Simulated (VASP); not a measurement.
# Ta6N5 (a cell with a defect) in VASP: single point with PBE

Aim: the single point of Ta6N5 (a cell with a defect) with PBE.

All numbers are computed with VASP 6.6.1; they aren't measurements. Logs are shortened: lines on timing, memory, paths and dates and some standing lists are left out, and cuts for length are marked.

### Step 1. The cell of the first run

The cell holds a defect, 11 atoms: a = 5.110 Å, b = 5.110 Å, c = 5.796 Å, α = 90.00°, β = 90.00°, γ = 120.00°.

### Step 2. Single point, PBE (atoms taken out, then relaxed in part)

INCAR

```
PREC     = Accurate       # precision mode
ENCUT    = 520            # plane-wave cutoff, eV
EDIFF    = 1E-6           # SCF threshold, eV
ISMEAR   = 0              # smearing method
SIGMA    = 0.1            # smearing width, eV
LREAL    = False          # projectors in reciprocal space
LASPH    = True           # aspherical terms in the spheres
NELM     = 60             # most SCF steps
ALGO     = Normal         # electronic algorithm
ISIF     = 2              # what is computed and relaxed
LWAVE    = False          # write WAVECAR
LCHARG   = False          # write CHGCAR
GGA      = PE             # functional
NBANDS   = 56             # bands
```

KPOINTS

```
regular mesh
0
Gamma
  6 6 5
```

POSCAR

```
Ta6N5
1.0
    4.4252770195     -2.5549348784      0.0000000000
    0.0000000000      5.1098697569      0.0000000000
    0.0000000000      0.0000000000      5.7955432028
Ta N
6 5
Direct
    0.0032264039      0.3333333333      0.2496684947
    0.0032264039      0.3333333333      0.7503315053
    0.6666666667      0.6698930706      0.2496684947
    0.6666666667      0.6698930706      0.7503315053
    0.3301069294     -0.0032264039      0.2496684947
    0.3301069294     -0.0032264039      0.7503315053
    0.6666666667      0.3333333333      0.5000000000
    0.3333333333      0.6666666667      0.0000000000
    0.3333333333      0.6666666667      0.5000000000
    0.0000000000      0.0000000000      0.0000000000
    0.0000000000      0.0000000000      0.5000000000
```

Potentials or basis: VASP PAW PBE potentials, release 64 (Ta_pv, N).

Launch:

```console
> cat potpaw_PBE.64/Ta_pv/POTCAR potpaw_PBE.64/N/POTCAR > POTCAR
> mpirun -np 1 vasp_std > vasp.out
```

OUTCAR:

```text
PREC = Accurate
   ENCUT = 520
   EDIFF = 1E-6
   ISMEAR = 0
   LREAL = False
   LASPH = True
   NELM = 60
   ISIF = 2
   GGA = PE

 ion  position               nearest neighbor table
   1  0.003  0.333  0.250-  10 2.23   8 2.23  11 2.23   9 2.23   7 2.25   2 2.89   2 2.90   5 2.94
                             3 2.94   3 2.94   5 2.94   3 2.98   5 2.98
   2  0.003  0.333  0.750-  10 2.23   8 2.23  11 2.23   9 2.23   7 2.25   1 2.89   1 2.90   6 2.94
                             4 2.94   4 2.94   6 2.94   4 2.98   6 2.98
   3  0.667  0.670  0.250-  10 2.23   8 2.23  11 2.23   9 2.23   7 2.25   4 2.89   4 2.90   5 2.94
                             1 2.94   5 2.94   1 2.94   1 2.98   5 2.98
   4  0.667  0.670  0.750-  10 2.23   8 2.23  11 2.23   9 2.23   7 2.25   3 2.89   3 2.90   6 2.94
                             2 2.94   6 2.94   2 2.94   2 2.98   6 2.98
   5  0.330  0.997  0.250-  10 2.23   8 2.23  11 2.23   9 2.23   7 2.25   6 2.89   6 2.90   1 2.94
                             3 2.94   3 2.94   1 2.94   1 2.98   3 2.98
   6  0.330  0.997  0.750-  10 2.23   8 2.23  11 2.23   9 2.23   7 2.25   5 2.89   5 2.90   2 2.94
                             4 2.94   4 2.94   2 2.94   2 2.98   4 2.98
   7  0.667  0.333  0.500-   1 2.25   2 2.25   5 2.25   6 2.25   3 2.25   4 2.25
   8  0.333  0.667  0.000-   5 2.23   6 2.23   1 2.23   2 2.23   3 2.23   4 2.23
   9  0.333  0.667  0.500-   5 2.23   6 2.23   1 2.23   2 2.23   3 2.23   4 2.23
  10  0.000  0.000  0.000-   5 2.23   6 2.23   1 2.23   2 2.23   3 2.23   4 2.23
  11  0.000  0.000  0.500-   5 2.23   6 2.23   1 2.23   2 2.23   3 2.23   4 2.23

  LATTYP: Found a hexagonal cell.
 ALAT       =     5.1098697569
 C/A-ratio  =     1.1341860906

  Lattice vectors:

 A1 = (   4.4252770195,  -2.5549348784,   0.0000000000)
 A2 = (   0.0000000000,   5.1098697569,   0.0000000000)
 A3 = (   0.0000000000,   0.0000000000,   5.7955432028)

Analysis of symmetry for initial positions (statically):
=====================================================================
 Subroutine PRICEL returns:
 Original cell was already a primitive cell.

 Routine SETGRP: Setting up the symmetry group for a
 hexagonal supercell.

 Subroutine GETGRP returns: Found 12 space group operations
 (whereof  6 operations were pure point group operations)
 out of a pool of 24 trial point group operations.

The static configuration has the point symmetry C_3h.
 The point group associated with its full space group is D_3h.

Analysis of symmetry for dynamics (positions and initial velocities):
=====================================================================
 Subroutine PRICEL returns:
 Original cell was already a primitive cell.

 Routine SETGRP: Setting up the symmetry group for a
 hexagonal supercell.
[... 135 lines left out ...]
   ISMEAR =     0;   SIGMA  =   0.10  broadening in eV -4-tet -1-fermi 0-gaus
   EFERMI_NEDOS =   21; number of points for ismear=-14 and -15
   IALGO  =     38    algorithm
   IMIX   =      4    mixing-type and parameters
     AMIX     =   0.40;   BMIX     =  1.00
     AMIX_MAG =   1.60;   BMIX_MAG =  1.00
  volume/ion in A,a.u.               =      11.91        80.40
  Fermi-wavevector in a.u.,A,eV,Ry     =   1.449686  2.739508 28.593844  2.101588
  Thomas-Fermi vector in A             =   2.567384
   LORBIT       =      0    0 simple, 1 ext, 2 COOP (PROOUT), +10 PAW based schemes
   GGA     = PE    functional components
   LHFCALC =     F    Hartree Fock is set to
   AEXX    =    0.0000 exact exchange contribution
   IVDW    =     0    specifies the selected vdW correction
   LEPSILON=     F    determine dielectric tensor
   LRPA    =     F    only Hartree local field effects (RPA)
 non-spin polarized calculation
 Gauss-broadening in eV      SIGMA  =   0.10
  energy-cutoff  :      520.00
  volume of cell :      131.05
 maximum number of plane-waves:      3573
 NGX is ok and might be reduce to    40
   NGX = 19   NGY = 19   NGZ = 21

 number of electron      90.9999994 magnetization

 Free energy of the ion-electron system (eV)
  ---------------------------------------------------
  ext. energy  EPLUGINS =         0.00000000
  ---------------------------------------------------
  free energy    TOTEN  =      -121.86597525 eV

  energy without entropy =     -121.84565573  energy(sigma->0) =     -121.85581549

 E-fermi :   7.7322     XC(G=0): -12.9882

 val. band max:        7.7041788941   @ k =   0.0000   0.0000   0.2000
 cond. band min:       7.8139893268   @ k =   0.3333   0.1667   0.4000
 fundamental gap:      0.1098104327
 Fermi energy:         7.7321858605

 k-point     1 :       0.0000    0.0000    0.0000
  band No.  band energies     occupation
      1     -28.0730      2.00000
      2     -27.8066      2.00000
      3     -27.8066      2.00000
      4     -27.7737      2.00000
      5     -27.6206      2.00000
      6     -27.6113      2.00000
[... 1228 lines left out ...]
     55      10.6900      0.00000
     56      10.7444      0.00000

------------------------ aborting loop because EDIFF is reached ----------------------------------------

  FORCE on cell =-STRESS in cart. coord.  units (eV):
  Direction    XX          YY          ZZ          XY          YZ          ZX
  --------------------------------------------------------------------------------------
  -------------------------------------------------------------------------------------
  Total       -1.0606482     -1.0606482      2.4077298     -0.0000000     -0.0000000      0.0000000
  in kB      -12.9669405    -12.9669405     29.4356671     -0.0000000     -0.0000000      0.0000000
  external PRESSURE =       1.1672620 kB  Pullay stress =       0.0000000 kB

 VOLUME and BASIS-vectors are now :
 -----------------------------------------------------------------------------
  energy-cutoff  :      520.00
  volume of cell :      131.05
      direct lattice vectors                 reciprocal lattice vectors
     4.425277020 -2.554934878  0.000000000     0.225974554  0.000000000  0.000000000
     0.000000000  5.109869757  0.000000000     0.112987277  0.195699704  0.000000000
     0.000000000  0.000000000  5.795543203     0.000000000  0.000000000  0.172546380

 POSITION                                       TOTAL-FORCE (eV/Angst)
 -----------------------------------------------------------------------------------
      0.01428      1.69505      1.44696        -0.006572      0.003795     -0.031869
      0.01428      1.69505      4.34858        -0.006572      0.003795      0.031869
      2.95018      1.71978      1.44696        -0.000000     -0.007589     -0.031869
      2.95018      1.71978      4.34858        -0.000000     -0.007589      0.031869
      1.46081      4.24998      1.44696         0.006572      0.003795     -0.031869
      1.46081      4.24998      4.34858         0.006572      0.003795      0.031869
      2.95018     -0.00000      2.89777        -0.000000      0.000000     -0.000000
      1.47509      2.55493      0.00000        -0.000000      0.000000     -0.000000
      1.47509      2.55493      2.89777        -0.000000      0.000000     -0.000000
      0.00000      0.00000      0.00000        -0.000000      0.000000     -0.000000
      0.00000      0.00000      2.89777        -0.000000      0.000000     -0.000000
 -----------------------------------------------------------------------------------
    total drift:                                0.000001      0.000000     -0.000000

  FREE ENERGIE OF THE ION-ELECTRON SYSTEM (eV)
  ---------------------------------------------------
  free  energy   TOTEN  =      -121.8659752488 eV

  energy  without entropy=     -121.8456557283  energy(sigma->0) =     -121.85581549
```

stdout:

```text
POSCAR found type information on POSCAR TaN
 POSCAR found :  2 types and      11 ions
 scaLAPACK will be used
 LDA part: xc-table for (Slater+PW92), standard interpolation
 POSCAR, INCAR and KPOINTS ok, starting setup
 FFT: planning ... GRIDC
 FFT: planning ... GRID_SOFT
 FFT: planning ... GRID
 WAVECAR not read
 entering main loop
```

Wall time 3.1 min (1 thread of Intel Xeon Platinum 8488C (Sapphire Rapids), shared host); peak memory 0.32 GiB.

What came out:

```yaml
Free_energy: -121.8660 eV
Pressure: 0.1 GPa
Largest_force: 0.033 eV/Å
Band_gap_on_the_k_mesh: zero (an odd number of electrons rules out a gap without spin polarisation)
```

Forces in eV/Å, atoms in the order of the input:
```
Ta  -0.007  0.004 -0.032
Ta  -0.007  0.004  0.032
Ta   0.000 -0.008 -0.032
Ta   0.000 -0.008  0.032
Ta   0.007  0.004 -0.032
Ta   0.007  0.004  0.032
N    0.000  0.000  0.000
N    0.000  0.000  0.000
N    0.000  0.000  0.000
N    0.000  0.000  0.000
N    0.000  0.000  0.000
```

Levels at points of the mesh, in eV from the Fermi level:
| k point | band 44 | band 45 | band 46 | band 47 | band 48 | band 49 |
| --- | --- | --- | --- | --- | --- | --- |
| (0.00, 0.00, 0.00) | -0.45 | -0.11 | -0.11 | 0.53 | 0.85 | 0.85 |
| (0.50, 0.00, 0.00) | -1.81 | -1.07 | -0.15 | 0.51 | 1.07 | 2.00 |

Caveat: the cell differs from its parent crystal (atoms taken out, then relaxed in part); spin-orbit coupling is left out, which moves the levels of the heavy elements.
